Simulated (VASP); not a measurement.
FeNi3:

```xyz
4
Lattice="0.0000 2.7904 2.7904 2.7904 0.0000 2.7904 2.7904 2.7904 0.0000" Properties=species:S:1:pos:R:3 pbc="T T T"
Fe    0.0000    0.0000    0.0000
Ni    4.1856    4.1856    4.1856
Ni    1.3952    1.3952    1.3952
Ni    2.7904    2.7904    2.7904
```

Base run:

* Program: VASP 6.6.1
* Functional: LDA
* Potentials or basis: VASP PAW LDA potentials, release 64 (Fe, Ni)
* Cutoff: 520 eV
* k mesh: 7 × 7 × 7
* Occupations: fermi-dirac, width 0.05 eV
* Spin: no spin polarisation

Its results: pressure -17.9 GPa.

The run is repeated on the same cell with these changes: spin from no spin polarisation to collinear spin, ferrimagnetic start; further incar settings from ALGO = Normal; EDIFF = 1e-06; NBANDS = 27 to ALGO = Normal; EDIFF = 1e-07; NBANDS = 31. What comes out?

Pressure -11.4 GPa; net moment 4.26 μB per cell; site moments Fe +2.69; Ni +0.61, +0.31 (each value once) μB.

Caveats: the cell stands under tension.
